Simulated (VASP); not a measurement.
# C (C2/m) in VASP: a series of runs, part 2 of 2

VASP 6.6.1.

### 3 Single point, LDA

This run uses another cell than the first one: it holds 8 atoms, not 2.

The input, INCAR:

```
SYSTEM = C
PREC = Accurate
ENCUT = 520
EDIFF = 1E-6
ISMEAR = 0
SIGMA = 0.05
LREAL = .False.
LASPH = .True.
NELM = 60
ALGO = Normal
ISIF = 2
LWAVE = .False.
LCHARG = .False.
GGA = CA
NBANDS = 26
```

The input, KPOINTS:

```
Automatic mesh
0
Gamma
  8 8 8
  0 0 0
```

The input, POSCAR:

```
C
1.0
    1.3916690928      2.4448680937     -3.3373019203
    1.3916690928     -2.4448680937     -3.3373019203
   -2.8429274761      0.0000000000     -3.3141068708
C
8
Direct
    0.9166166134      0.4166166134      0.6666169904
    0.4166166134      0.9166166134      0.6666169904
    0.9166166134      0.9166166134      0.1666169904
    0.4166166134      0.4166166134      0.1666169904
    0.0833833866      0.5833833866      0.3333830096
    0.5833833866      0.0833833866      0.3333830096
    0.0833833866      0.0833833866      0.8333830096
    0.5833833866      0.5833833866      0.8333830096
```

Potentials or basis: VASP PAW LDA potentials, release 64 (C).

Command:

```sh
$ cat potpaw_LDA.64/C/POTCAR > POTCAR
$ mpirun -np 1 vasp_std > vasp.out
```

OUTCAR:

```text
SYSTEM = C
   PREC = Accurate
   ENCUT = 520
   EDIFF = 1E-6
   ISMEAR = 0
   LREAL = .False.
   LASPH = .True.
   NELM = 60
   ISIF = 2
   GGA = CA

 ion  position               nearest neighbor table
   1  0.917  0.417  0.667-   7 1.41   8 1.41   5 1.41
   2  0.417  0.917  0.667-   7 1.41   8 1.41   6 1.41
   3  0.917  0.917  0.167-   5 1.41   6 1.41   7 1.41
   4  0.417  0.417  0.167-   5 1.41   6 1.41   8 1.41
   5  0.083  0.583  0.333-   3 1.41   4 1.41   1 1.41
   6  0.583  0.083  0.333-   3 1.41   4 1.41   2 1.41
   7  0.083  0.083  0.833-   1 1.41   2 1.41   3 1.41
   8  0.583  0.583  0.833-   1 1.41   2 1.41   4 1.41
[... 9 lines left out ...]
 A1 = (  -1.3916690928,  -2.4448680937,   3.3373019203)
 A2 = (  -1.3916690928,   2.4448680937,   3.3373019203)
 A3 = (  -2.8429274761,   0.0000000000,  -3.3141068708)

Analysis of symmetry for initial positions (statically):
=====================================================================
 Subroutine PRICEL returns following result:

  LATTYP: Found a base centered monoclinic cell.
 ALAT       =     4.2346600940
 B/A-ratio  =     0.5773469510
 C/A-ratio  =     0.8538687405
 COS(beta)  =    -0.3899305657

  Lattice vectors:

 A1 = (  -2.1172982845,  -1.2224340469,   0.0115975247)
 A2 = (  -2.1172982845,   1.2224340468,   0.0115975247)
 A3 = (   1.3916690928,   0.0000000000,  -3.3373019203)

   4 primitive cells build up your supercell.

 Routine SETGRP: Setting up the symmetry group for a
 base centered monoclinic supercell.

 Subroutine GETGRP returns: Found  4 space group operations
 (whereof  4 operations were pure point group operations)
 out of a pool of  4 trial point group operations.

The static configuration has the point symmetry C_2h.

Analysis of symmetry for dynamics (positions and initial velocities):
=====================================================================
 Subroutine PRICEL returns following result:

  LATTYP: Found a base centered monoclinic cell.
 ALAT       =     4.2346600940
 B/A-ratio  =     0.5773469510
 C/A-ratio  =     0.8538687405
 COS(beta)  =    -0.3899305657

  Lattice vectors:

 A1 = (  -2.1172982845,  -1.2224340469,   0.0115975247)
 A2 = (  -2.1172982845,   1.2224340468,   0.0115975247)
 A3 = (   1.3916690928,   0.0000000000,  -3.3373019203)

   4 primitive cells build up your supercell.

 Routine SETGRP: Setting up the symmetry group for a
 base centered monoclinic supercell.

 Subroutine GETGRP returns: Found  4 space group operations
 (whereof  4 operations were pure point group operations)
 out of a pool of  4 trial point group operations.

The dynamic configuration has the point symmetry C_2h.

 Subroutine INISYM returns: Found  4 space group operations
 (whereof  4 operations are pure point group operations),
 and found     4 'primitive' translations

----------------------------------------------------------------------------------------

                                     Primitive cell

  volume of cell :      17.2361

  direct lattice vectors                    reciprocal lattice vectors
    -2.117298284 -1.222434047  0.011597525    -0.236690641 -0.409020021 -0.098701004
[... 38 lines left out ...]

 Found    150 irreducible k-points:

 Following reciprocal coordinates:
            Coordinates               Weight
  0.000000  0.000000  0.000000      1.000000
  0.125000 -0.000000  0.000000      4.000000
  0.250000 -0.000000  0.000000      4.000000
  0.375000 -0.000000  0.000000      4.000000
  0.500000 -0.000000  0.000000      2.000000
  0.125000  0.125000  0.000000      2.000000
[... 16 lines left out ...]
  0.125000  0.000000  0.125000      4.000000
  0.250000  0.000000  0.125000      4.000000
 [... further k-points ...]
   k-points           NKPTS =    150   k-points in BZ     NKDIM =    150   number of bands    NBANDS=     26
   number of dos      NEDOS =    301   number of ions     NIONS =      8
   total plane-waves  NPLWV =  32768
   dimension x,y,z NGX =    32 NGY =   32 NGZ =   32
   dimension x,y,z NGXF=    64 NGYF=   64 NGZF=   64
   ions per type =               8
   NGX,Y,Z   is equivalent  to a cutoff of  12.19, 12.19, 12.18 a.u.
   NGXF,Y,Z  is equivalent  to a cutoff of  24.38, 24.38, 24.37 a.u.
 SYSTEM =  C
   PREC   = accura    normal or accurate (medium, high low for compatibility)
   ISTART =      0    job   : 0-new  1-cont  2-samecut
   ICHARG =      2    charge: 1-file 2-atom 10-const
   ISPIN  =      1    spin polarized calculation?
   LNONCOLLINEAR =      F non collinear calculations
   LSORBIT =      F    spin-orbit coupling
   LASPH  =      T    aspherical Exc in radial PAW
   ENCUT  =  520.0 eV  38.22 Ry    6.18 a.u.   8.12  8.12  8.12*2*pi/ulx,y,z
   NELM   =     60;   NELMIN=  2; NELMDL= -5     # of ELM steps
   EDIFF  = 0.1E-05   stopping-criterion for ELM
   LREAL  =      F    real-space projection
   EDIFFG = 0.1E-04   stopping-criterion for IOM
   NSW    =      0    number of steps for IOM
   IBRION =     -1    ionic relax: 0-MD 1-quasi-New 2-CG
   NFREE  =      0    steps in history (QN), initial steepest desc. (CG)
   ISIF   =      2    stress and relaxation
   ISYM   =      2    0-nonsym 1-usesym 2-fastsym
   POTIM  = 0.5000    time-step for ionic-motion
   TEBEG  =    0.0;   TEEND  =   0.0 temperature during run
   PSTRESS=    0.0 pullay stress
   NELECT =      32.0000    total number of electrons
   NUPDOWN=      -1.0000    fix difference up-down
   EMIN   =  10.00;   EMAX   =-10.00  energy-range for DOS
   EFERMI =   0.00;   METHOD = LEGACY
   ISMEAR =     0;   SIGMA  =   0.05  broadening in eV -4-tet -1-fermi 0-gaus
   EFERMI_NEDOS =   21; number of points for ismear=-14 and -15
   IALGO  =     38    algorithm
   IMIX   =      4    mixing-type and parameters
     AMIX     =   0.40;   BMIX     =  1.00
     AMIX_MAG =   1.60;   BMIX_MAG =  1.00
  volume/ion in A,a.u.               =       8.62        58.16
  Fermi-wavevector in a.u.,A,eV,Ry     =   1.267530  2.395284 21.859556  1.606632
  Thomas-Fermi vector in A             =   2.400673
   LORBIT       =      0    0 simple, 1 ext, 2 COOP (PROOUT), +10 PAW based schemes
   GGA     = CA    functional components
   LHFCALC =     F    Hartree Fock is set to
   AEXX    =    0.0000 exact exchange contribution
   IVDW    =     0    specifies the selected vdW correction
   LEPSILON=     F    determine dielectric tensor
   LRPA    =     F    only Hartree local field effects (RPA)
 non-spin polarized calculation
 Gauss-broadening in eV      SIGMA  =   0.05
  energy-cutoff  :      520.00
  volume of cell :       68.94
 maximum number of plane-waves:      1872
   NGX = 17   NGY = 17   NGZ = 17

 number of electron      32.0000002 magnetization

 Free energy of the ion-electron system (eV)
  ---------------------------------------------------
  ext. energy  EPLUGINS =         0.00000000
  ---------------------------------------------------
  free energy    TOTEN  =       -80.89489261 eV

  energy without entropy =      -80.89489261  energy(sigma->0) =      -80.89489261

 E-fermi :   4.8395     XC(G=0): -10.8528

 val. band max:        4.6343281367   @ k =  -0.3750   0.3750   0.0000
 cond. band min:       5.0498908235   @ k =  -0.3750   0.0000   0.3750
 fundamental gap:      0.4155626868
 Fermi energy:         4.8394553504

 k-point     1 :       0.0000    0.0000    0.0000
  band No.  band energies     occupation
      1     -14.8650      2.00000
      2      -9.2479      2.00000
      3      -9.2474      2.00000
      4      -9.2474      2.00000
      5      -8.4583      2.00000
      6      -8.4580      2.00000
[... 685 lines left out ...]
     25      14.3171      0.00000
     26      15.3847      0.00000

 [... further k-points ...]
[... 5 lines left out ...]
  --------------------------------------------------------------------------------------
  -------------------------------------------------------------------------------------
  Total        0.5452337      0.5463831     -0.0178907      0.0000000      0.0000000     -0.0039885
  in kB       12.6704908     12.6972019     -0.4157551      0.0000000      0.0000000     -0.0926883
  external PRESSURE =       8.3173125 kB  Pullay stress =       0.0000000 kB

 VOLUME and BASIS-vectors are now :
 -----------------------------------------------------------------------------
  energy-cutoff  :      520.00
  volume of cell :       68.94
      direct lattice vectors                 reciprocal lattice vectors
     1.391669093  2.444868094 -3.337301920     0.117522792  0.204510011 -0.100814122
     1.391669093 -2.444868094 -3.337301920     0.117522792 -0.204510011 -0.100814122
    -2.842927476  0.000000000 -3.314106871    -0.236690641  0.000000000 -0.098701004

 POSITION                                       TOTAL-FORCE (eV/Angst)
 -----------------------------------------------------------------------------------
     -0.03972      1.22243     -6.65864         0.000103      0.000000      0.000138
     -0.03972     -1.22243     -6.65864         0.000103      0.000000      0.000138
      2.07757      0.00000     -6.67024         0.000103      0.000000      0.000138
      0.68590      0.00000     -3.33294         0.000103      0.000000      0.000138
     -0.01987     -1.22243     -3.33007        -0.000103      0.000000     -0.000138
     -0.01987      1.22243     -3.33007        -0.000103      0.000000     -0.000138
     -2.13716      0.00000     -3.31847        -0.000103      0.000000     -0.000138
     -0.74549      0.00000     -6.65577        -0.000103      0.000000     -0.000138
 -----------------------------------------------------------------------------------
    total drift:                               -0.000000      0.000000     -0.000000

  FREE ENERGIE OF THE ION-ELECTRON SYSTEM (eV)
  ---------------------------------------------------
  free  energy   TOTEN  =       -80.8948926070 eV

  energy  without entropy=      -80.8948926070  energy(sigma->0) =      -80.89489261
```

Run time: 1.9 min. Hardware: 1 thread of Intel Xeon Platinum 8259CL at 2.50GHz (Skylake/Cascade Lake), shared host; peak memory 0.27 GiB.

What came out:

- Free energy: -80.8949 eV
- Pressure: 0.8 GPa
- Band gap on the k mesh: 0.42 eV

Levels at points of the mesh, in eV from the valence-band top:
| k point | band 14 | band 15 | band 16 | band 17 | band 18 | band 19 |
| --- | --- | --- | --- | --- | --- | --- |
| (0.00, 0.00, 0.00) | -2.64 | -2.64 | -2.64 | 1.36 | 1.36 | 1.36 |
| (0.50, 0.00, 0.00) | -4.92 | -3.41 | -3.41 | 3.33 | 3.33 | 6.87 |
| (0.50, 0.50, 0.00) | -4.89 | -1.85 | -1.85 | 2.69 | 2.69 | 7.83 |
| (0.00, 0.00, 0.50) | -4.92 | -3.41 | -3.41 | 3.33 | 3.33 | 6.86 |
| (0.50, 0.00, 0.50) | -4.89 | -1.85 | -1.85 | 2.69 | 2.69 | 7.83 |
| (0.50, 0.50, 0.50) | -1.87 | -1.87 | -1.87 | 2.13 | 2.13 | 2.13 |
